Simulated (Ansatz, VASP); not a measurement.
# One calculation of Ti3As4, two programs

The input INCAR:

```
SYSTEM = Ti3As4
PREC = Accurate
ENCUT = 520
EDIFF = 1E-7
ISMEAR = 0
SIGMA = 0.1
LREAL = .False.
LASPH = .True.
NELM = 100
ALGO = Normal
ISIF = 2
LWAVE = .False.
LCHARG = .False.
GGA = PE
NBANDS = 37
```

File KPOINTS:

```
Automatic mesh
0
Gamma
  4 4 2
  0 0 0
```

Contents of POSCAR:

```
Ti3As4
1.0
    4.1184087500      0.0000000000      0.0000000000
    0.0000000000      4.1184087500      0.0000000000
    0.0000000000      0.0000000000     11.6486190300
Ti As
3 4
Direct
    0.0000000000      0.0000000000      0.7500000000
    0.5000000000      0.5000000000      0.5000000000
    0.0000000000      0.0000000000      0.2500000000
    0.5000000000      0.0000000000      0.6250000000
    0.0000000000      0.5000000000      0.3750000000
    0.5000000000      0.0000000000      0.1250000000
    0.0000000000      0.5000000000      0.8750000000
```

Input for Ansatz:

```yaml
crystal:
  lattice:
    - [4.11840875, 0.0, 0.0]
    - [0.0, 4.11840875, 0.0]
    - [0.0, 0.0, 11.64861903]
  atoms:
    - { symbol: Ti, position: [0.0, 0.0, 0.75] }
    - { symbol: Ti, position: [0.5, 0.5, 0.5] }
    - { symbol: Ti, position: [0.0, 0.0, 0.25] }
    - { symbol: As, position: [0.5, 0.0, 0.625] }
    - { symbol: As, position: [0.0, 0.5, 0.375] }
    - { symbol: As, position: [0.5, 0.0, 0.125] }
    - { symbol: As, position: [0.0, 0.5, 0.875] }
basis:
  ecutwfc: 420
kpoints:
  mp_grid: { grid: [4, 4, 2] }
hamiltonian:
  xc: pbe
scf:
  occupations: { method: gaussian, width: 0.1 }
  lower_state_search: "off"
output:
  forces: true
  stress: true
  eigenvalues: true
```

Change from the starting cell: ordered vacancies on the cation sites of zinc blende (P-4m2, No. 115).

Alike in both runs: task single point; functional PBE; k mesh 4 × 4 × 2; occupations gaussian, width 0.1 eV; no spin polarisation.

|  | VASP | Ansatz |
| --- | --- | --- |
| version | VASP 6.6.1 | Ansatz 0.2.0 |
| potentials or method | VASP PAW PBE potentials, release 64 (Ti_sv, As), cutoff 520 eV | scalar-relativistic, plane waves, PAW |
| valence electrons in the cell | 56 | 96 |

```csv
,VASP,Ansatz,Ansatz less VASP
gap on the k mesh at the Fermi level (eV),none,none,-
pressure (GPa),-2.9,-3.0,-0.09
"traceless stress, the component that is largest in VASP (GPa)",0.71,0.71,+0.003
rms of the force components (eV/Å),0.398,0.400,+0.0023
```

Atom by atom the forces differ by 0.004 eV/Å (rms over components). A gap of «none» marks a metal or a gap that the smearing closes. The functional is the same, so the differences come from potentials, cutoffs and numerics. VASP's potentials hold 56 valence electrons a cell and Ansatz's 96, so a difference there can come from the potentials and not from the codes.

The k mesh is coarse, so the values compare programs but aren't converged.
